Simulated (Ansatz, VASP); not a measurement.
BeTe in VASP and in Ansatz

File INCAR:

```
PREC = Accurate ; ENCUT = 520
EDIFF = 1E-6 ; ISMEAR = 0
SIGMA = 0.01 ; LREAL = F
LASPH = T ; NELM = 150
ALGO = Normal ; ISIF = 2
LWAVE = F ; LCHARG = F
MAGMOM = 0 0 0 0 0 0 ; LORBIT = 11
LSORBIT = T ; GGA_COMPAT = F
LORBMOM = T ; GGA = PS
NBANDS = 20
```

KPOINTS

```
Automatic mesh
0
Gamma
  8 8 8
```

POSCAR

```
BeTe
1.0
    2.8588313528      2.8588313528      0.0000000000
   -2.8588313528      2.8588313528      0.0000000000
    0.0000000000      2.8588313528      2.7560258794
Be Te
1 1
Direct
    0.0000000000      0.0000000000      0.0000000000
    0.7500000000      0.2500000000      0.5000000000
```

Input for Ansatz:

```yaml
crystal:
  lattice:
    - [2.85883135282, 2.85883135282, 0.0]
    - [-2.85883135282, 2.85883135282, 0.0]
    - [0.0, 2.85883135282, 2.75602587935]
  atoms:
    - { symbol: Be, position: [0.0, 0.0, 0.0] }
    - { symbol: Te, position: [0.75, 0.25, 0.5] }
kpoints:
  mp_grid: { grid: [8, 8, 8] }
scf:
  occupations: { method: fixed }
  convergence: { dr2_threshold: 1.0e-10 }
hamiltonian:
  xc: pbesol
  pseudopotentials: { kind: all_electron, lapw: { basis_error: 0.0005 } }
magnetization:
  noncollinear: true
  spin_orbit: true
output:
  forces: true
  stress: true
  eigenstates:
    kpoints:
      - [0.0, 0.0, 0.0]
      - [-0.5, 0.5, 0.0]
      - [-0.5, -0.5, -0.5]
      - [0.0, 0.0, -0.5]
      - [0.0, -0.5, -0.5]
      - [0.0, 0.5, 0.0]
      - [-0.5, 0.0, 0.0]
      - [-0.5, 0.0, -0.5]
  eigenvalues: true
```

Change from the starting cell: film at in-plane strain +0.02.

Alike in both runs: task single point; functional PBEsol; k mesh 8 × 8 × 8; non-collinear spin, spin-orbit coupling.

|  | VASP | Ansatz |
| --- | --- | --- |
| version | VASP 6.6.1 | Ansatz 0.2.0 |
| potentials or method | VASP PAW PBE potentials, release 64 (Be, Te), cutoff 520 eV | all-electron LAPW |
| occupations | gaussian, width 0.01 eV | fixed |

|  | VASP | Ansatz | Ansatz less VASP |
| --- | --- | --- | --- |
| pressure (GPa) | -1.1 | -1.3 | -0.26 |
| traceless stress, the component that is largest in VASP (GPa) | 1.33 | 1.34 | +0.009 |
| net moment per atom (μB) | 0.00 | 0.00 | 0.000 |

VASP's potentials were made for PBE, not for PBEsol. Ansatz ran all-electron here, and VASP with PAW potentials.
